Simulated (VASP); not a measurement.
# P: single point with PBE

P:

```
CELL_PARAMETERS angstrom
0.00000 0.00000 2.44466
4.88932 0.00000 0.00000
0.00000 4.88932 0.00000
ATOMIC_POSITIONS crystal
P 0.00000 0.00000 0.00000
P 0.00000 0.00000 0.50000
P 0.00000 0.50000 0.00000
P 0.00000 0.50000 0.50000
```

This isn't the form of P at room conditions, which is orthorhombic.

```yaml
Program: VASP 6.6.1
Task: single point
Functional: PBE
Potentials_or_basis: VASP PAW PBE potentials, release 64 (P)
Cutoff: 520 eV
k_mesh: 8 × 4 × 4
Occupations: gaussian, width 0.2 eV
Spin: no spin polarisation
```

```yaml
Pressure: -0.3 GPa
Band_gap_on_the_k_mesh: zero (bands 10 and 11 overlap by 7.89 eV)
```

Levels at points of the mesh, in eV from the Fermi level:
| k point | band 7 | band 8 | band 9 | band 10 | band 11 | band 12 | band 13 | band 14 |
| --- | --- | --- | --- | --- | --- | --- | --- | --- |
| (0.00, 0.00, 0.00) | -5.20 | -5.20 | 1.08 | 5.06 | 5.06 | 5.06 | 6.87 | 6.87 |
| (0.50, 0.00, 0.00) | -5.20 | -5.20 | -2.12 | -2.12 | -2.12 | -1.64 | 1.08 | 1.08 |
| (0.00, 0.50, 0.00) | -3.01 | -3.01 | 0.51 | 0.51 | 6.10 | 6.10 | 6.12 | 6.12 |
| (0.50, 0.50, 0.00) | -4.03 | -4.03 | -4.03 | -4.03 | 0.51 | 0.51 | 2.41 | 2.41 |
| (0.00, 0.50, 0.50) | -2.41 | -2.41 | -1.02 | -1.02 | -1.02 | -1.02 | 7.17 | 7.17 |
| (0.50, 0.50, 0.50) | -6.11 | -6.11 | 0.57 | 0.57 | 0.57 | 0.57 | 3.47 | 3.47 |

Run time: 9.3 s on 1 thread of Intel(R) Xeon(R) 6975P-C (Granite Rapids) (shared host), peak memory 0.16 GiB.
